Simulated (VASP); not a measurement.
Set up this calculation in VASP 6.6.1, as the native input.

```
Task                            : G0W0 quasiparticle levels
Functional                      : PBE
Potentials or basis             : VASP PAW PBE potentials, release 64 (Mg_GW, Se_GW)
Cutoff                          : 500 eV
k mesh                          : 4 × 4 × 4
Occupations                     : gaussian, width 0.01 eV
Spin                            : no spin polarisation
Dipole correction               : no
GW scheme                       : G0W0
GW iterations                   : 1
Cutoff of the response function : 80
Frequency points                : 48
Empty bands                     : 60
Further INCAR settings          : ALGO = EVGW0; EDIFF = 1e-08; NBANDS = 64
```

The system is MgSe.

```xyz
2
Lattice="0.0000 2.7363 2.7363 2.7363 0.0000 2.7363 2.7363 2.7363 0.0000" Properties=species:S:1:pos:R:3 pbc="T T T"
Mg    0.0000    0.0000    0.0000
Se    2.7363    2.7363    2.7363
```

One way to write it, as run:

POSCAR

```
MgSe
1.0
    0.0000000000      2.7362693762      2.7362693762
    2.7362693762      0.0000000000      2.7362693762
    2.7362693762      2.7362693762      0.0000000000
Mg Se
1 1
Direct
    0.0000000000      0.0000000000      0.0000000000
    0.5000000000      0.5000000000      0.5000000000
```

INCAR.step1

```
SYSTEM = MgSe
PREC = Accurate
ENCUT = 500
EDIFF = 1E-8
ISMEAR = 0
SIGMA = 0.01
LREAL = .FALSE.
LASPH = .TRUE.
NELM = 80
ALGO = Normal
LWAVE = .TRUE.
LCHARG = .FALSE.
GGA = PE
```

INCAR.step2

```
SYSTEM = MgSe
PREC = Accurate
ENCUT = 500
EDIFF = 1E-8
ISMEAR = 0
SIGMA = 0.01
LREAL = .FALSE.
LASPH = .TRUE.
NELM = 1
ALGO = Exact
LWAVE = .TRUE.
LCHARG = .FALSE.
GGA = PE
NBANDS = 64
LOPTICS = .TRUE.
ISTART = 1
```

INCAR.step3

```
SYSTEM = MgSe
PREC = Accurate
ENCUT = 500
EDIFF = 1E-8
ISMEAR = 0
SIGMA = 0.01
LREAL = .FALSE.
LASPH = .TRUE.
ALGO = EVGW0
LWAVE = .FALSE.
LCHARG = .FALSE.
GGA = PE
NELMGW = 1
NBANDS = 64
ENCUTGW = 80.0
NOMEGA = 48
PRECFOCK = Fast
ISTART = 1
NBANDSGW = 12
```

KPOINTS

```
Automatic mesh
0
G
  4 4 4
  0 0 0
```

Potentials or basis: VASP PAW PBE potentials, release 64 (Mg_GW, Se_GW).

The run is started by

```console
$ cat potpaw_PBE.64/Mg_GW/POTCAR potpaw_PBE.64/Se_GW/POTCAR > POTCAR
$ cp INCAR.step1 INCAR
$ mpirun -np 1 vasp_std > vasp.out
$ cp INCAR.step2 INCAR
$ mpirun -np 1 vasp_std > vasp.out
$ cp INCAR.step3 INCAR
$ mpirun -np 1 vasp_std > vasp.out
```

Results of the run:

```yaml
Quasiparticle_gap: 2.79 eV
Least_direct_quasiparticle_gap: 3.72 eV
Band_gap_of_the_starting_levels_on_the_mesh: 1.75 eV
Least_direct_gap_of_the_starting_levels_on_the_mesh: 2.49 eV
```

Caveat: the k points lie up to 0.50 Å⁻¹ apart; bands, screening cutoff and mesh are small and nothing is extrapolated, so the quasiparticle values aren't converged.

It took 39 s on 1 thread of Intel(R) Xeon(R) Platinum 8559C (Emerald Rapids), on a shared host, peak memory 0.37 GiB.
